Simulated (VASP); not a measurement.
# Rh (Cmcm) in VASP: further runs

Runs on Rh. Level: LDA. Tasks: single point.

Everything below comes from runs of VASP 6.6.1. Logs are shortened: lines on timing, memory, paths and dates and some standing lists are left out, and cuts for length are marked.

### Step 1. The cell of the first run

Symmetry: Cmcm, No. 63, orthorhombic system. Conventional cell: a = 2.458 Å, b = 4.730 Å, c = 4.428 Å, α = 90.00°, β = 90.00°, γ = 90.00°. Within 3.2 Å of Rh (site symmetry m2m) lie 12 Rh at 2.46 to 2.72 Å.

### Step 2. Single point, LDA (strain -0.1000 x Voigt [1, 0, 0, 0, 0, 0])

File INCAR:

```
  PREC = Accurate
  ENCUT = 520
  EDIFF = 1E-6
  ISMEAR = 1
  SIGMA = 0.02
  LREAL = F
  LASPH = T
  NELM = 80
  ALGO = Fast
  ISIF = 2
  LWAVE = F
  LCHARG = F
  NBANDS = 22
```

File KPOINTS:

```
Automatic mesh
0
Gamma
  18 18 12
```

File POSCAR:

```
Rh
1.0
    2.4578811380      0.0000000000      0.0000000000
   -1.2289405690      2.3650972278      0.0000000000
    0.0000000000      0.0000000000      4.4284890000
Rh
2
Direct
    0.6666666667      0.3333333333      0.7500000000
    0.3333333333      0.6666666667      0.2500000000
```

Potentials or basis: VASP PAW LDA potentials, release 64 (Rh_pv).

Started as:

```
$ cat potpaw_LDA.64/Rh_pv/POTCAR > POTCAR
$ mpirun -np 1 vasp_std > vasp.out
```

OUTCAR:

```text
PREC = Accurate
   ENCUT = 520
   EDIFF = 1E-6
   ISMEAR = 1
   LREAL = F
   LASPH = T
   NELM = 80
   ISIF = 2

 ion  position               nearest neighbor table
   1  0.667  0.333  0.750-   2 2.65   2 2.65   2 2.65   2 2.65   2 2.72   2 2.72
   2  0.333  0.667  0.250-   1 2.65   1 2.65   1 2.65   1 2.65   1 2.72   1 2.72

  LATTYP: Found a base centered orthorhombic cell.
 ALAT       =     2.4578811380
 B/A-ratio  =     1.9245008973
 C/A-ratio  =     1.8017506752

  Lattice vectors:

 A1 = (   1.2289405690,  -2.3650972278,   0.0000000000)
 A2 = (   1.2289405690,   2.3650972278,   0.0000000000)
 A3 = (   0.0000000000,   0.0000000000,   4.4284890000)

Analysis of symmetry for initial positions (statically):
=====================================================================
 Subroutine PRICEL returns:
 Original cell was already a primitive cell.

 Routine SETGRP: Setting up the symmetry group for a
 base centered orthorhombic supercell.

 Subroutine GETGRP returns: Found  8 space group operations
 (whereof  4 operations were pure point group operations)
 out of a pool of  8 trial point group operations.

The static configuration has the point symmetry C_2h.
 The point group associated with its full space group is D_2h.

Analysis of symmetry for dynamics (positions and initial velocities):
=====================================================================
 Subroutine PRICEL returns:
 Original cell was already a primitive cell.

 Routine SETGRP: Setting up the symmetry group for a
 base centered orthorhombic supercell.

 Subroutine GETGRP returns: Found  8 space group operations
 (whereof  4 operations were pure point group operations)
 out of a pool of  8 trial point group operations.

The dynamic configuration has the point symmetry C_2h.
 The point group associated with its full space group is D_2h.

 Subroutine INISYM returns: Found  8 space group operations
 (whereof  4 operations are pure point group operations),
 and found     1 'primitive' translations

----------------------------------------------------------------------------------------

                                     Primitive cell

  volume of cell :      25.7434

  direct lattice vectors                    reciprocal lattice vectors
     2.457881138  0.000000000  0.000000000     0.406854499  0.211407799  0.000000000
    -1.228940569  2.365097228  0.000000000     0.000000000  0.422815599  0.000000000
     0.000000000  0.000000000  4.428489000     0.000000000  0.000000000  0.225810655

  length of vectors
     2.457881138  2.665329214  4.428489000     0.458501735  0.422815599  0.225810655

  position of ions in fractional coordinates (direct lattice)
     0.666666667  0.333333333  0.750000000
     0.333333333  0.666666667  0.250000000

  ion indices of the primitive-cell ions
   primitive index   ion index
                 1           1
                 2           2

----------------------------------------------------------------------------------------

 KPOINTS: Automatic mesh

Automatic generation of k-mesh.
 Grid dimensions read from file:
 generate k-points for:   18   18   12

 Generating k-lattice:

  Cartesian coordinates                     Fractional coordinates (reciprocal lattice)
     0.022603028  0.011744878  0.000000000     0.055555556  0.000000000  0.000000000
     0.000000000  0.023489755  0.000000000     0.000000000  0.055555556  0.000000000
     0.000000000  0.000000000  0.018817555     0.000000000  0.000000000  0.083333333

  Length of vectors
     0.025472319  0.023489755  0.018817555

  Shift w.r.t. Gamma in fractional coordinates (k-lattice)
     0.000000000  0.000000000  0.000000000

 Subroutine IBZKPT returns following result:
 ===========================================

 Found    637 irreducible k-points:

 Following reciprocal coordinates:
            Coordinates               Weight
  0.000000  0.000000  0.000000      1.000000
  0.055556  0.000000  0.000000      4.000000
  0.111111  0.000000  0.000000      4.000000
  0.166667 -0.000000  0.000000      4.000000
  0.222222 -0.000000  0.000000      4.000000
  0.277778 -0.000000  0.000000      4.000000
[... 16 lines left out ...]
 -0.333333  0.055556  0.000000      4.000000
 -0.277778  0.055556  0.000000      4.000000
 [... further k-points ...]
   k-points           NKPTS =    637   k-points in BZ     NKDIM =    637   number of bands    NBANDS=     22
   number of dos      NEDOS =    301   number of ions     NIONS =      2
   total plane-waves  NPLWV =  12960
   dimension x,y,z NGX =    18 NGY =   20 NGZ =   36
   dimension x,y,z NGXF=    36 NGYF=   40 NGZF=   72
   ions per type =               2
   NGX,Y,Z   is equivalent  to a cutoff of  12.17, 12.47, 13.51 a.u.
   NGXF,Y,Z  is equivalent  to a cutoff of  24.35, 24.95, 27.03 a.u.
 SYSTEM =  unknown system
   PREC   = accura    normal or accurate (medium, high low for compatibility)
   ISTART =      0    job   : 0-new  1-cont  2-samecut
   ICHARG =      2    charge: 1-file 2-atom 10-const
   ISPIN  =      1    spin polarized calculation?
   LNONCOLLINEAR =      F non collinear calculations
   LSORBIT =      F    spin-orbit coupling
   LASPH  =      T    aspherical Exc in radial PAW
   ENCUT  =  520.0 eV  38.22 Ry    6.18 a.u.   4.57  4.96  8.23*2*pi/ulx,y,z
   NELM   =     80;   NELMIN=  2; NELMDL= -5     # of ELM steps
   EDIFF  = 0.1E-05   stopping-criterion for ELM
   LREAL  =      F    real-space projection
   EDIFFG = 0.1E-04   stopping-criterion for IOM
   NSW    =      0    number of steps for IOM
   IBRION =     -1    ionic relax: 0-MD 1-quasi-New 2-CG
   NFREE  =      0    steps in history (QN), initial steepest desc. (CG)
   ISIF   =      2    stress and relaxation
   ISYM   =      2    0-nonsym 1-usesym 2-fastsym
   POTIM  = 0.5000    time-step for ionic-motion
   TEBEG  =    0.0;   TEEND  =   0.0 temperature during run
   PSTRESS=    0.0 pullay stress
   NELECT =      30.0000    total number of electrons
   NUPDOWN=      -1.0000    fix difference up-down
   EMIN   =  10.00;   EMAX   =-10.00  energy-range for DOS
   EFERMI =   0.00;   METHOD = LEGACY
   ISMEAR =     1;   SIGMA  =   0.02  broadening in eV -4-tet -1-fermi 0-gaus
   EFERMI_NEDOS =   21; number of points for ismear=-14 and -15
   IALGO  =     68    algorithm
   IMIX   =      4    mixing-type and parameters
     AMIX     =   0.40;   BMIX     =  1.00
     AMIX_MAG =   1.60;   BMIX_MAG =  1.00
  volume/ion in A,a.u.               =      12.87        86.86
  Fermi-wavevector in a.u.,A,eV,Ry     =   1.722768  3.255559 40.381128  2.967929
  Thomas-Fermi vector in A             =   2.798770
   LORBIT       =      0    0 simple, 1 ext, 2 COOP (PROOUT), +10 PAW based schemes
   GGA     = CA    functional components
   LHFCALC =     F    Hartree Fock is set to
   AEXX    =    0.0000 exact exchange contribution
   IVDW    =     0    specifies the selected vdW correction
   LEPSILON=     F    determine dielectric tensor
   LRPA    =     F    only Hartree local field effects (RPA)
 non-spin polarized calculation
 RMM-DIIS sequential band-by-band and
 Methfessel and Paxton  Order N= 1 SIGMA  =   0.02
  energy-cutoff  :      520.00
  volume of cell :       25.74
 maximum number of plane-waves:       716
   NGX =  9   NGY =  9   NGZ = 17

 number of electron      30.0000004 magnetization

 Free energy of the ion-electron system (eV)
  ---------------------------------------------------
  ext. energy  EPLUGINS =         0.00000000
  ---------------------------------------------------
  free energy    TOTEN  =       -16.98227290 eV

  energy without entropy =      -16.98230129  energy(sigma->0) =      -16.98228237

 E-fermi :  13.0308     XC(G=0): -14.7630

 val. band max:       13.0304527472   @ k =   0.0000   0.2778   0.5000
 cond. band min:      13.0311221293   @ k =   0.0556   0.0000   0.2500
 fundamental gap:      0.0006693821
 Fermi energy:        13.0308137939

 k-point     1 :       0.0000    0.0000    0.0000
  band No.  band energies     occupation
      1     -34.1272      2.00000
      2     -33.3916      2.00000
      3     -33.2933      2.00000
      4     -33.2922      2.00000
      5     -33.2917      2.00000
      6     -33.1946      2.00000
[... 14 lines left out ...]
     21      30.3759      0.00000
     22      31.7984      0.00000

 k-point     2 :       0.0556    0.0000    0.0000
  band No.  band energies     occupation
      1     -34.1170      2.00000
      2     -33.3995      2.00000
      3     -33.3267      2.00000
      4     -33.2959      2.00000
      5     -33.2939      2.00000
      6     -33.2255      2.00000
[... 14 lines left out ...]
     21      30.5521      0.00000
     22      32.0239      0.00000

 k-point     3 :       0.1111    0.0000    0.0000
  band No.  band energies     occupation
      1     -34.0872      2.00000
      2     -33.4387      2.00000
      3     -33.3985      2.00000
      4     -33.3408      2.00000
      5     -33.2991      2.00000
      6     -33.2886      2.00000
[... 14 lines left out ...]
     21      31.0177      0.00000
     22      32.5155      0.00000

 k-point     4 :       0.1667   -0.0000    0.0000
  band No.  band energies     occupation
      1     -34.0399      2.00000
      2     -33.5673      2.00000
      3     -33.4768      2.00000
      4     -33.4358      2.00000
      5     -33.3188      2.00000
      6     -33.3088      2.00000
[... 14 lines left out ...]
     21      31.4505      0.00000
     22      32.0883      0.00000

 k-point     5 :       0.2222   -0.0000    0.0000
  band No.  band energies     occupation
      1     -33.9784      2.00000
      2     -33.7360      2.00000
      3     -33.6466      2.00000
      4     -33.4720      2.00000
      5     -33.3463      2.00000
      6     -33.3239      2.00000
[... 14 lines left out ...]
     21      30.9377      0.00000
     22      31.0847      0.00000

 k-point     6 :       0.2778   -0.0000    0.0000
  band No.  band energies     occupation
      1     -33.9152      2.00000
      2     -33.9071      2.00000
      3     -33.8250      2.00000
      4     -33.5081      2.00000
      5     -33.3746      2.00000
      6     -33.3456      2.00000
[... 14 lines left out ...]
     21      29.7908      0.00000
     22      29.8820      0.00000

 k-point     7 :       0.3333   -0.0000    0.0000
  band No.  band energies     occupation
      1     -34.0824      2.00000
      2     -33.9892      2.00000
      3     -33.8316      2.00000
      4     -33.5413      2.00000
      5     -33.4010      2.00000
      6     -33.3744      2.00000
[... 324 lines left out ...]
      6     -33.4492      2.00000
[... 14 lines left out ...]
     21      26.0722      0.00000
     22      27.4781      0.00000

 k-point    21 :      -0.4444    0.0556    0.0000
  band No.  band energies     occupation
      1     -34.2863      2.00000
      2     -34.1969      2.00000
      3     -33.7165      2.00000
      4     -33.5733      2.00000
      5     -33.4337      2.00000
      6     -33.4312      2.00000
[... 14 lines left out ...]
     21      26.6809      0.00000
     22      27.8305      0.00000

 k-point    22 :      -0.3889    0.0556    0.0000
  band No.  band energies     occupation
      1     -34.1885      2.00000
      2     -34.1085      2.00000
      3     -33.7822      2.00000
      4     -33.5426      2.00000
      5     -33.4107      2.00000
      6     -33.3943      2.00000
[... 14 lines left out ...]
     21      27.7313      0.00000
     22      28.4720      0.00000

 k-point    23 :      -0.3333    0.0556    0.0000
  band No.  band energies     occupation
      1     -34.0467      2.00000
      2     -33.9750      2.00000
      3     -33.8563      2.00000
      4     -33.5063      2.00000
      5     -33.3832      2.00000
      6     -33.3610      2.00000
[... 14 lines left out ...]
     21      29.0626      0.00000
     22      29.3412      0.00000

 k-point    24 :      -0.2778    0.0556    0.0000
  band No.  band energies     occupation
      1     -33.9302      2.00000
      2     -33.8775      2.00000
      3     -33.8103      2.00000
      4     -33.4684      2.00000
      5     -33.3548      2.00000
      6     -33.3347      2.00000
[... 14 lines left out ...]
     21      30.4168      0.00000
     22      30.5434      0.00000

 [... further k-points ...]

------------------------ aborting loop because EDIFF is reached ----------------------------------------

  FORCE on cell =-STRESS in cart. coord.  units (eV):
  Direction    XX          YY          ZZ          XY          YZ          ZX
  --------------------------------------------------------------------------------------
  -------------------------------------------------------------------------------------
  Total        7.9041010     -0.3208890     -0.0595238      0.0000000     -0.0000000      0.0000000
  in kB      491.9235525    -19.9710053     -3.7045532      0.0000000     -0.0000000      0.0000000
  external PRESSURE =     156.0826647 kB  Pullay stress =       0.0000000 kB

 VOLUME and BASIS-vectors are now :
 -----------------------------------------------------------------------------
  energy-cutoff  :      520.00
  volume of cell :       25.74
      direct lattice vectors                 reciprocal lattice vectors
     2.457881138  0.000000000  0.000000000     0.406854499  0.211407799  0.000000000
    -1.228940569  2.365097228  0.000000000     0.000000000  0.422815599  0.000000000
     0.000000000  0.000000000  4.428489000     0.000000000  0.000000000  0.225810655

 POSITION                                       TOTAL-FORCE (eV/Angst)
 -----------------------------------------------------------------------------------
      1.22894      0.78837      3.32137         0.000000     -0.293457     -0.000000
     -0.00000      1.57673      1.10712         0.000000      0.293457      0.000000
 -----------------------------------------------------------------------------------
    total drift:                               -0.000000      0.000000     -0.000000

  FREE ENERGIE OF THE ION-ELECTRON SYSTEM (eV)
  ---------------------------------------------------
  free  energy   TOTEN  =       -16.9822729039 eV

  energy  without entropy=      -16.9823012928  energy(sigma->0) =      -16.98228237
```

It took 7.1 min on 1 thread of Intel Xeon 8259CL, shared host; peak memory 0.36 GiB.

What came out:

```
Free energy            : -16.9823 eV
Pressure               : 15.6 GPa
Largest force          : 0.293 eV/Å
Band gap on the k mesh : zero (bands 15 and 16 overlap by 3.02 eV)
```

Forces on the atoms (eV/Å):
```
Rh   0.000 -0.293  0.000
Rh   0.000  0.293  0.000
```

Caveat: the cell differs from its parent crystal (strain -0.1000 x Voigt [1, 0, 0, 0, 0, 0]); the stress differs along the axes, from -2 to 49 GPa.

### Step 3. Single point, LDA (strain -0.0750 x Voigt [1, 0, 0, 0, 0, 0])

File INCAR:

```
SYSTEM = Rh
PREC = Accurate
ENCUT = 520
EDIFF = 1E-6
ISMEAR = 1
SIGMA = 0.02
LREAL = .False.
LASPH = .True.
NELM = 80
ALGO = Fast
ISIF = 2
LWAVE = .False.
LCHARG = .False.
GGA = CA
NBANDS = 22
```

File KPOINTS:

```
regular mesh
0
Gamma
  18 18 12
  0 0 0
```

File POSCAR:

```
Rh
1.0
    2.5261556141      0.0000000000      0.0000000000
   -1.2630778070      2.3650972278      0.0000000000
    0.0000000000      0.0000000000      4.4284890000
Rh
2
Direct
    0.6666666667      0.3333333333      0.7500000000
    0.3333333333      0.6666666667      0.2500000000
```

Potentials or basis: VASP PAW LDA potentials, release 64 (Rh_pv).

Started as:

```
$ cat potpaw_LDA.64/Rh_pv/POTCAR > POTCAR
$ mpirun -np 1 vasp_std > vasp.out
```

Wall time 7.9 min (1 thread of Intel Xeon 8259CL, shared host); peak memory 0.36 GiB.

It converged, with:

```
Free energy            : -17.1483 eV
Pressure               : 3.9 GPa
Largest force          : 0.189 eV/Å
Band gap on the k mesh : zero (bands 15 and 16 overlap by 2.82 eV)
```

Forces on the atoms (eV/Å):
```
Rh   0.000 -0.189  0.000
Rh   0.000  0.189  0.000
```

Stress tensor (GPa, compression positive):
```
25.69  0.00  0.00
 0.00 -7.17  0.00
 0.00  0.00 -6.72
```

Levels at points of the mesh, in eV from the Fermi level:
```csv
k point,band 12,band 13,band 14,band 15,band 16,band 17,band 18,band 19
"(0.00, 0.00, 0.00)",-2.49,-2.07,-1.89,-1.51,0.05,0.25,0.37,8.38
"(0.50, 0.00, 0.00)",-2.29,-2.00,0.50,0.72,0.97,3.55,5.85,10.95
"(0.00, 0.50, 0.00)",-2.68,-2.39,0.59,0.76,0.86,2.91,4.92,9.82
"(0.00, 0.00, 0.50)",-3.61,-2.59,-2.59,-0.58,-0.58,-0.20,-0.20,14.58
"(0.50, 0.00, 0.50)",-1.78,-0.29,-0.29,0.92,0.92,3.06,3.06,10.27
"(0.00, 0.50, 0.50)",-1.23,-0.44,-0.44,0.76,0.76,2.34,2.34,9.05
```

Caveat: the cell differs from its parent crystal (strain -0.0750 x Voigt [1, 0, 0, 0, 0, 0]); the stress differs along the axes, from -7 to 26 GPa.
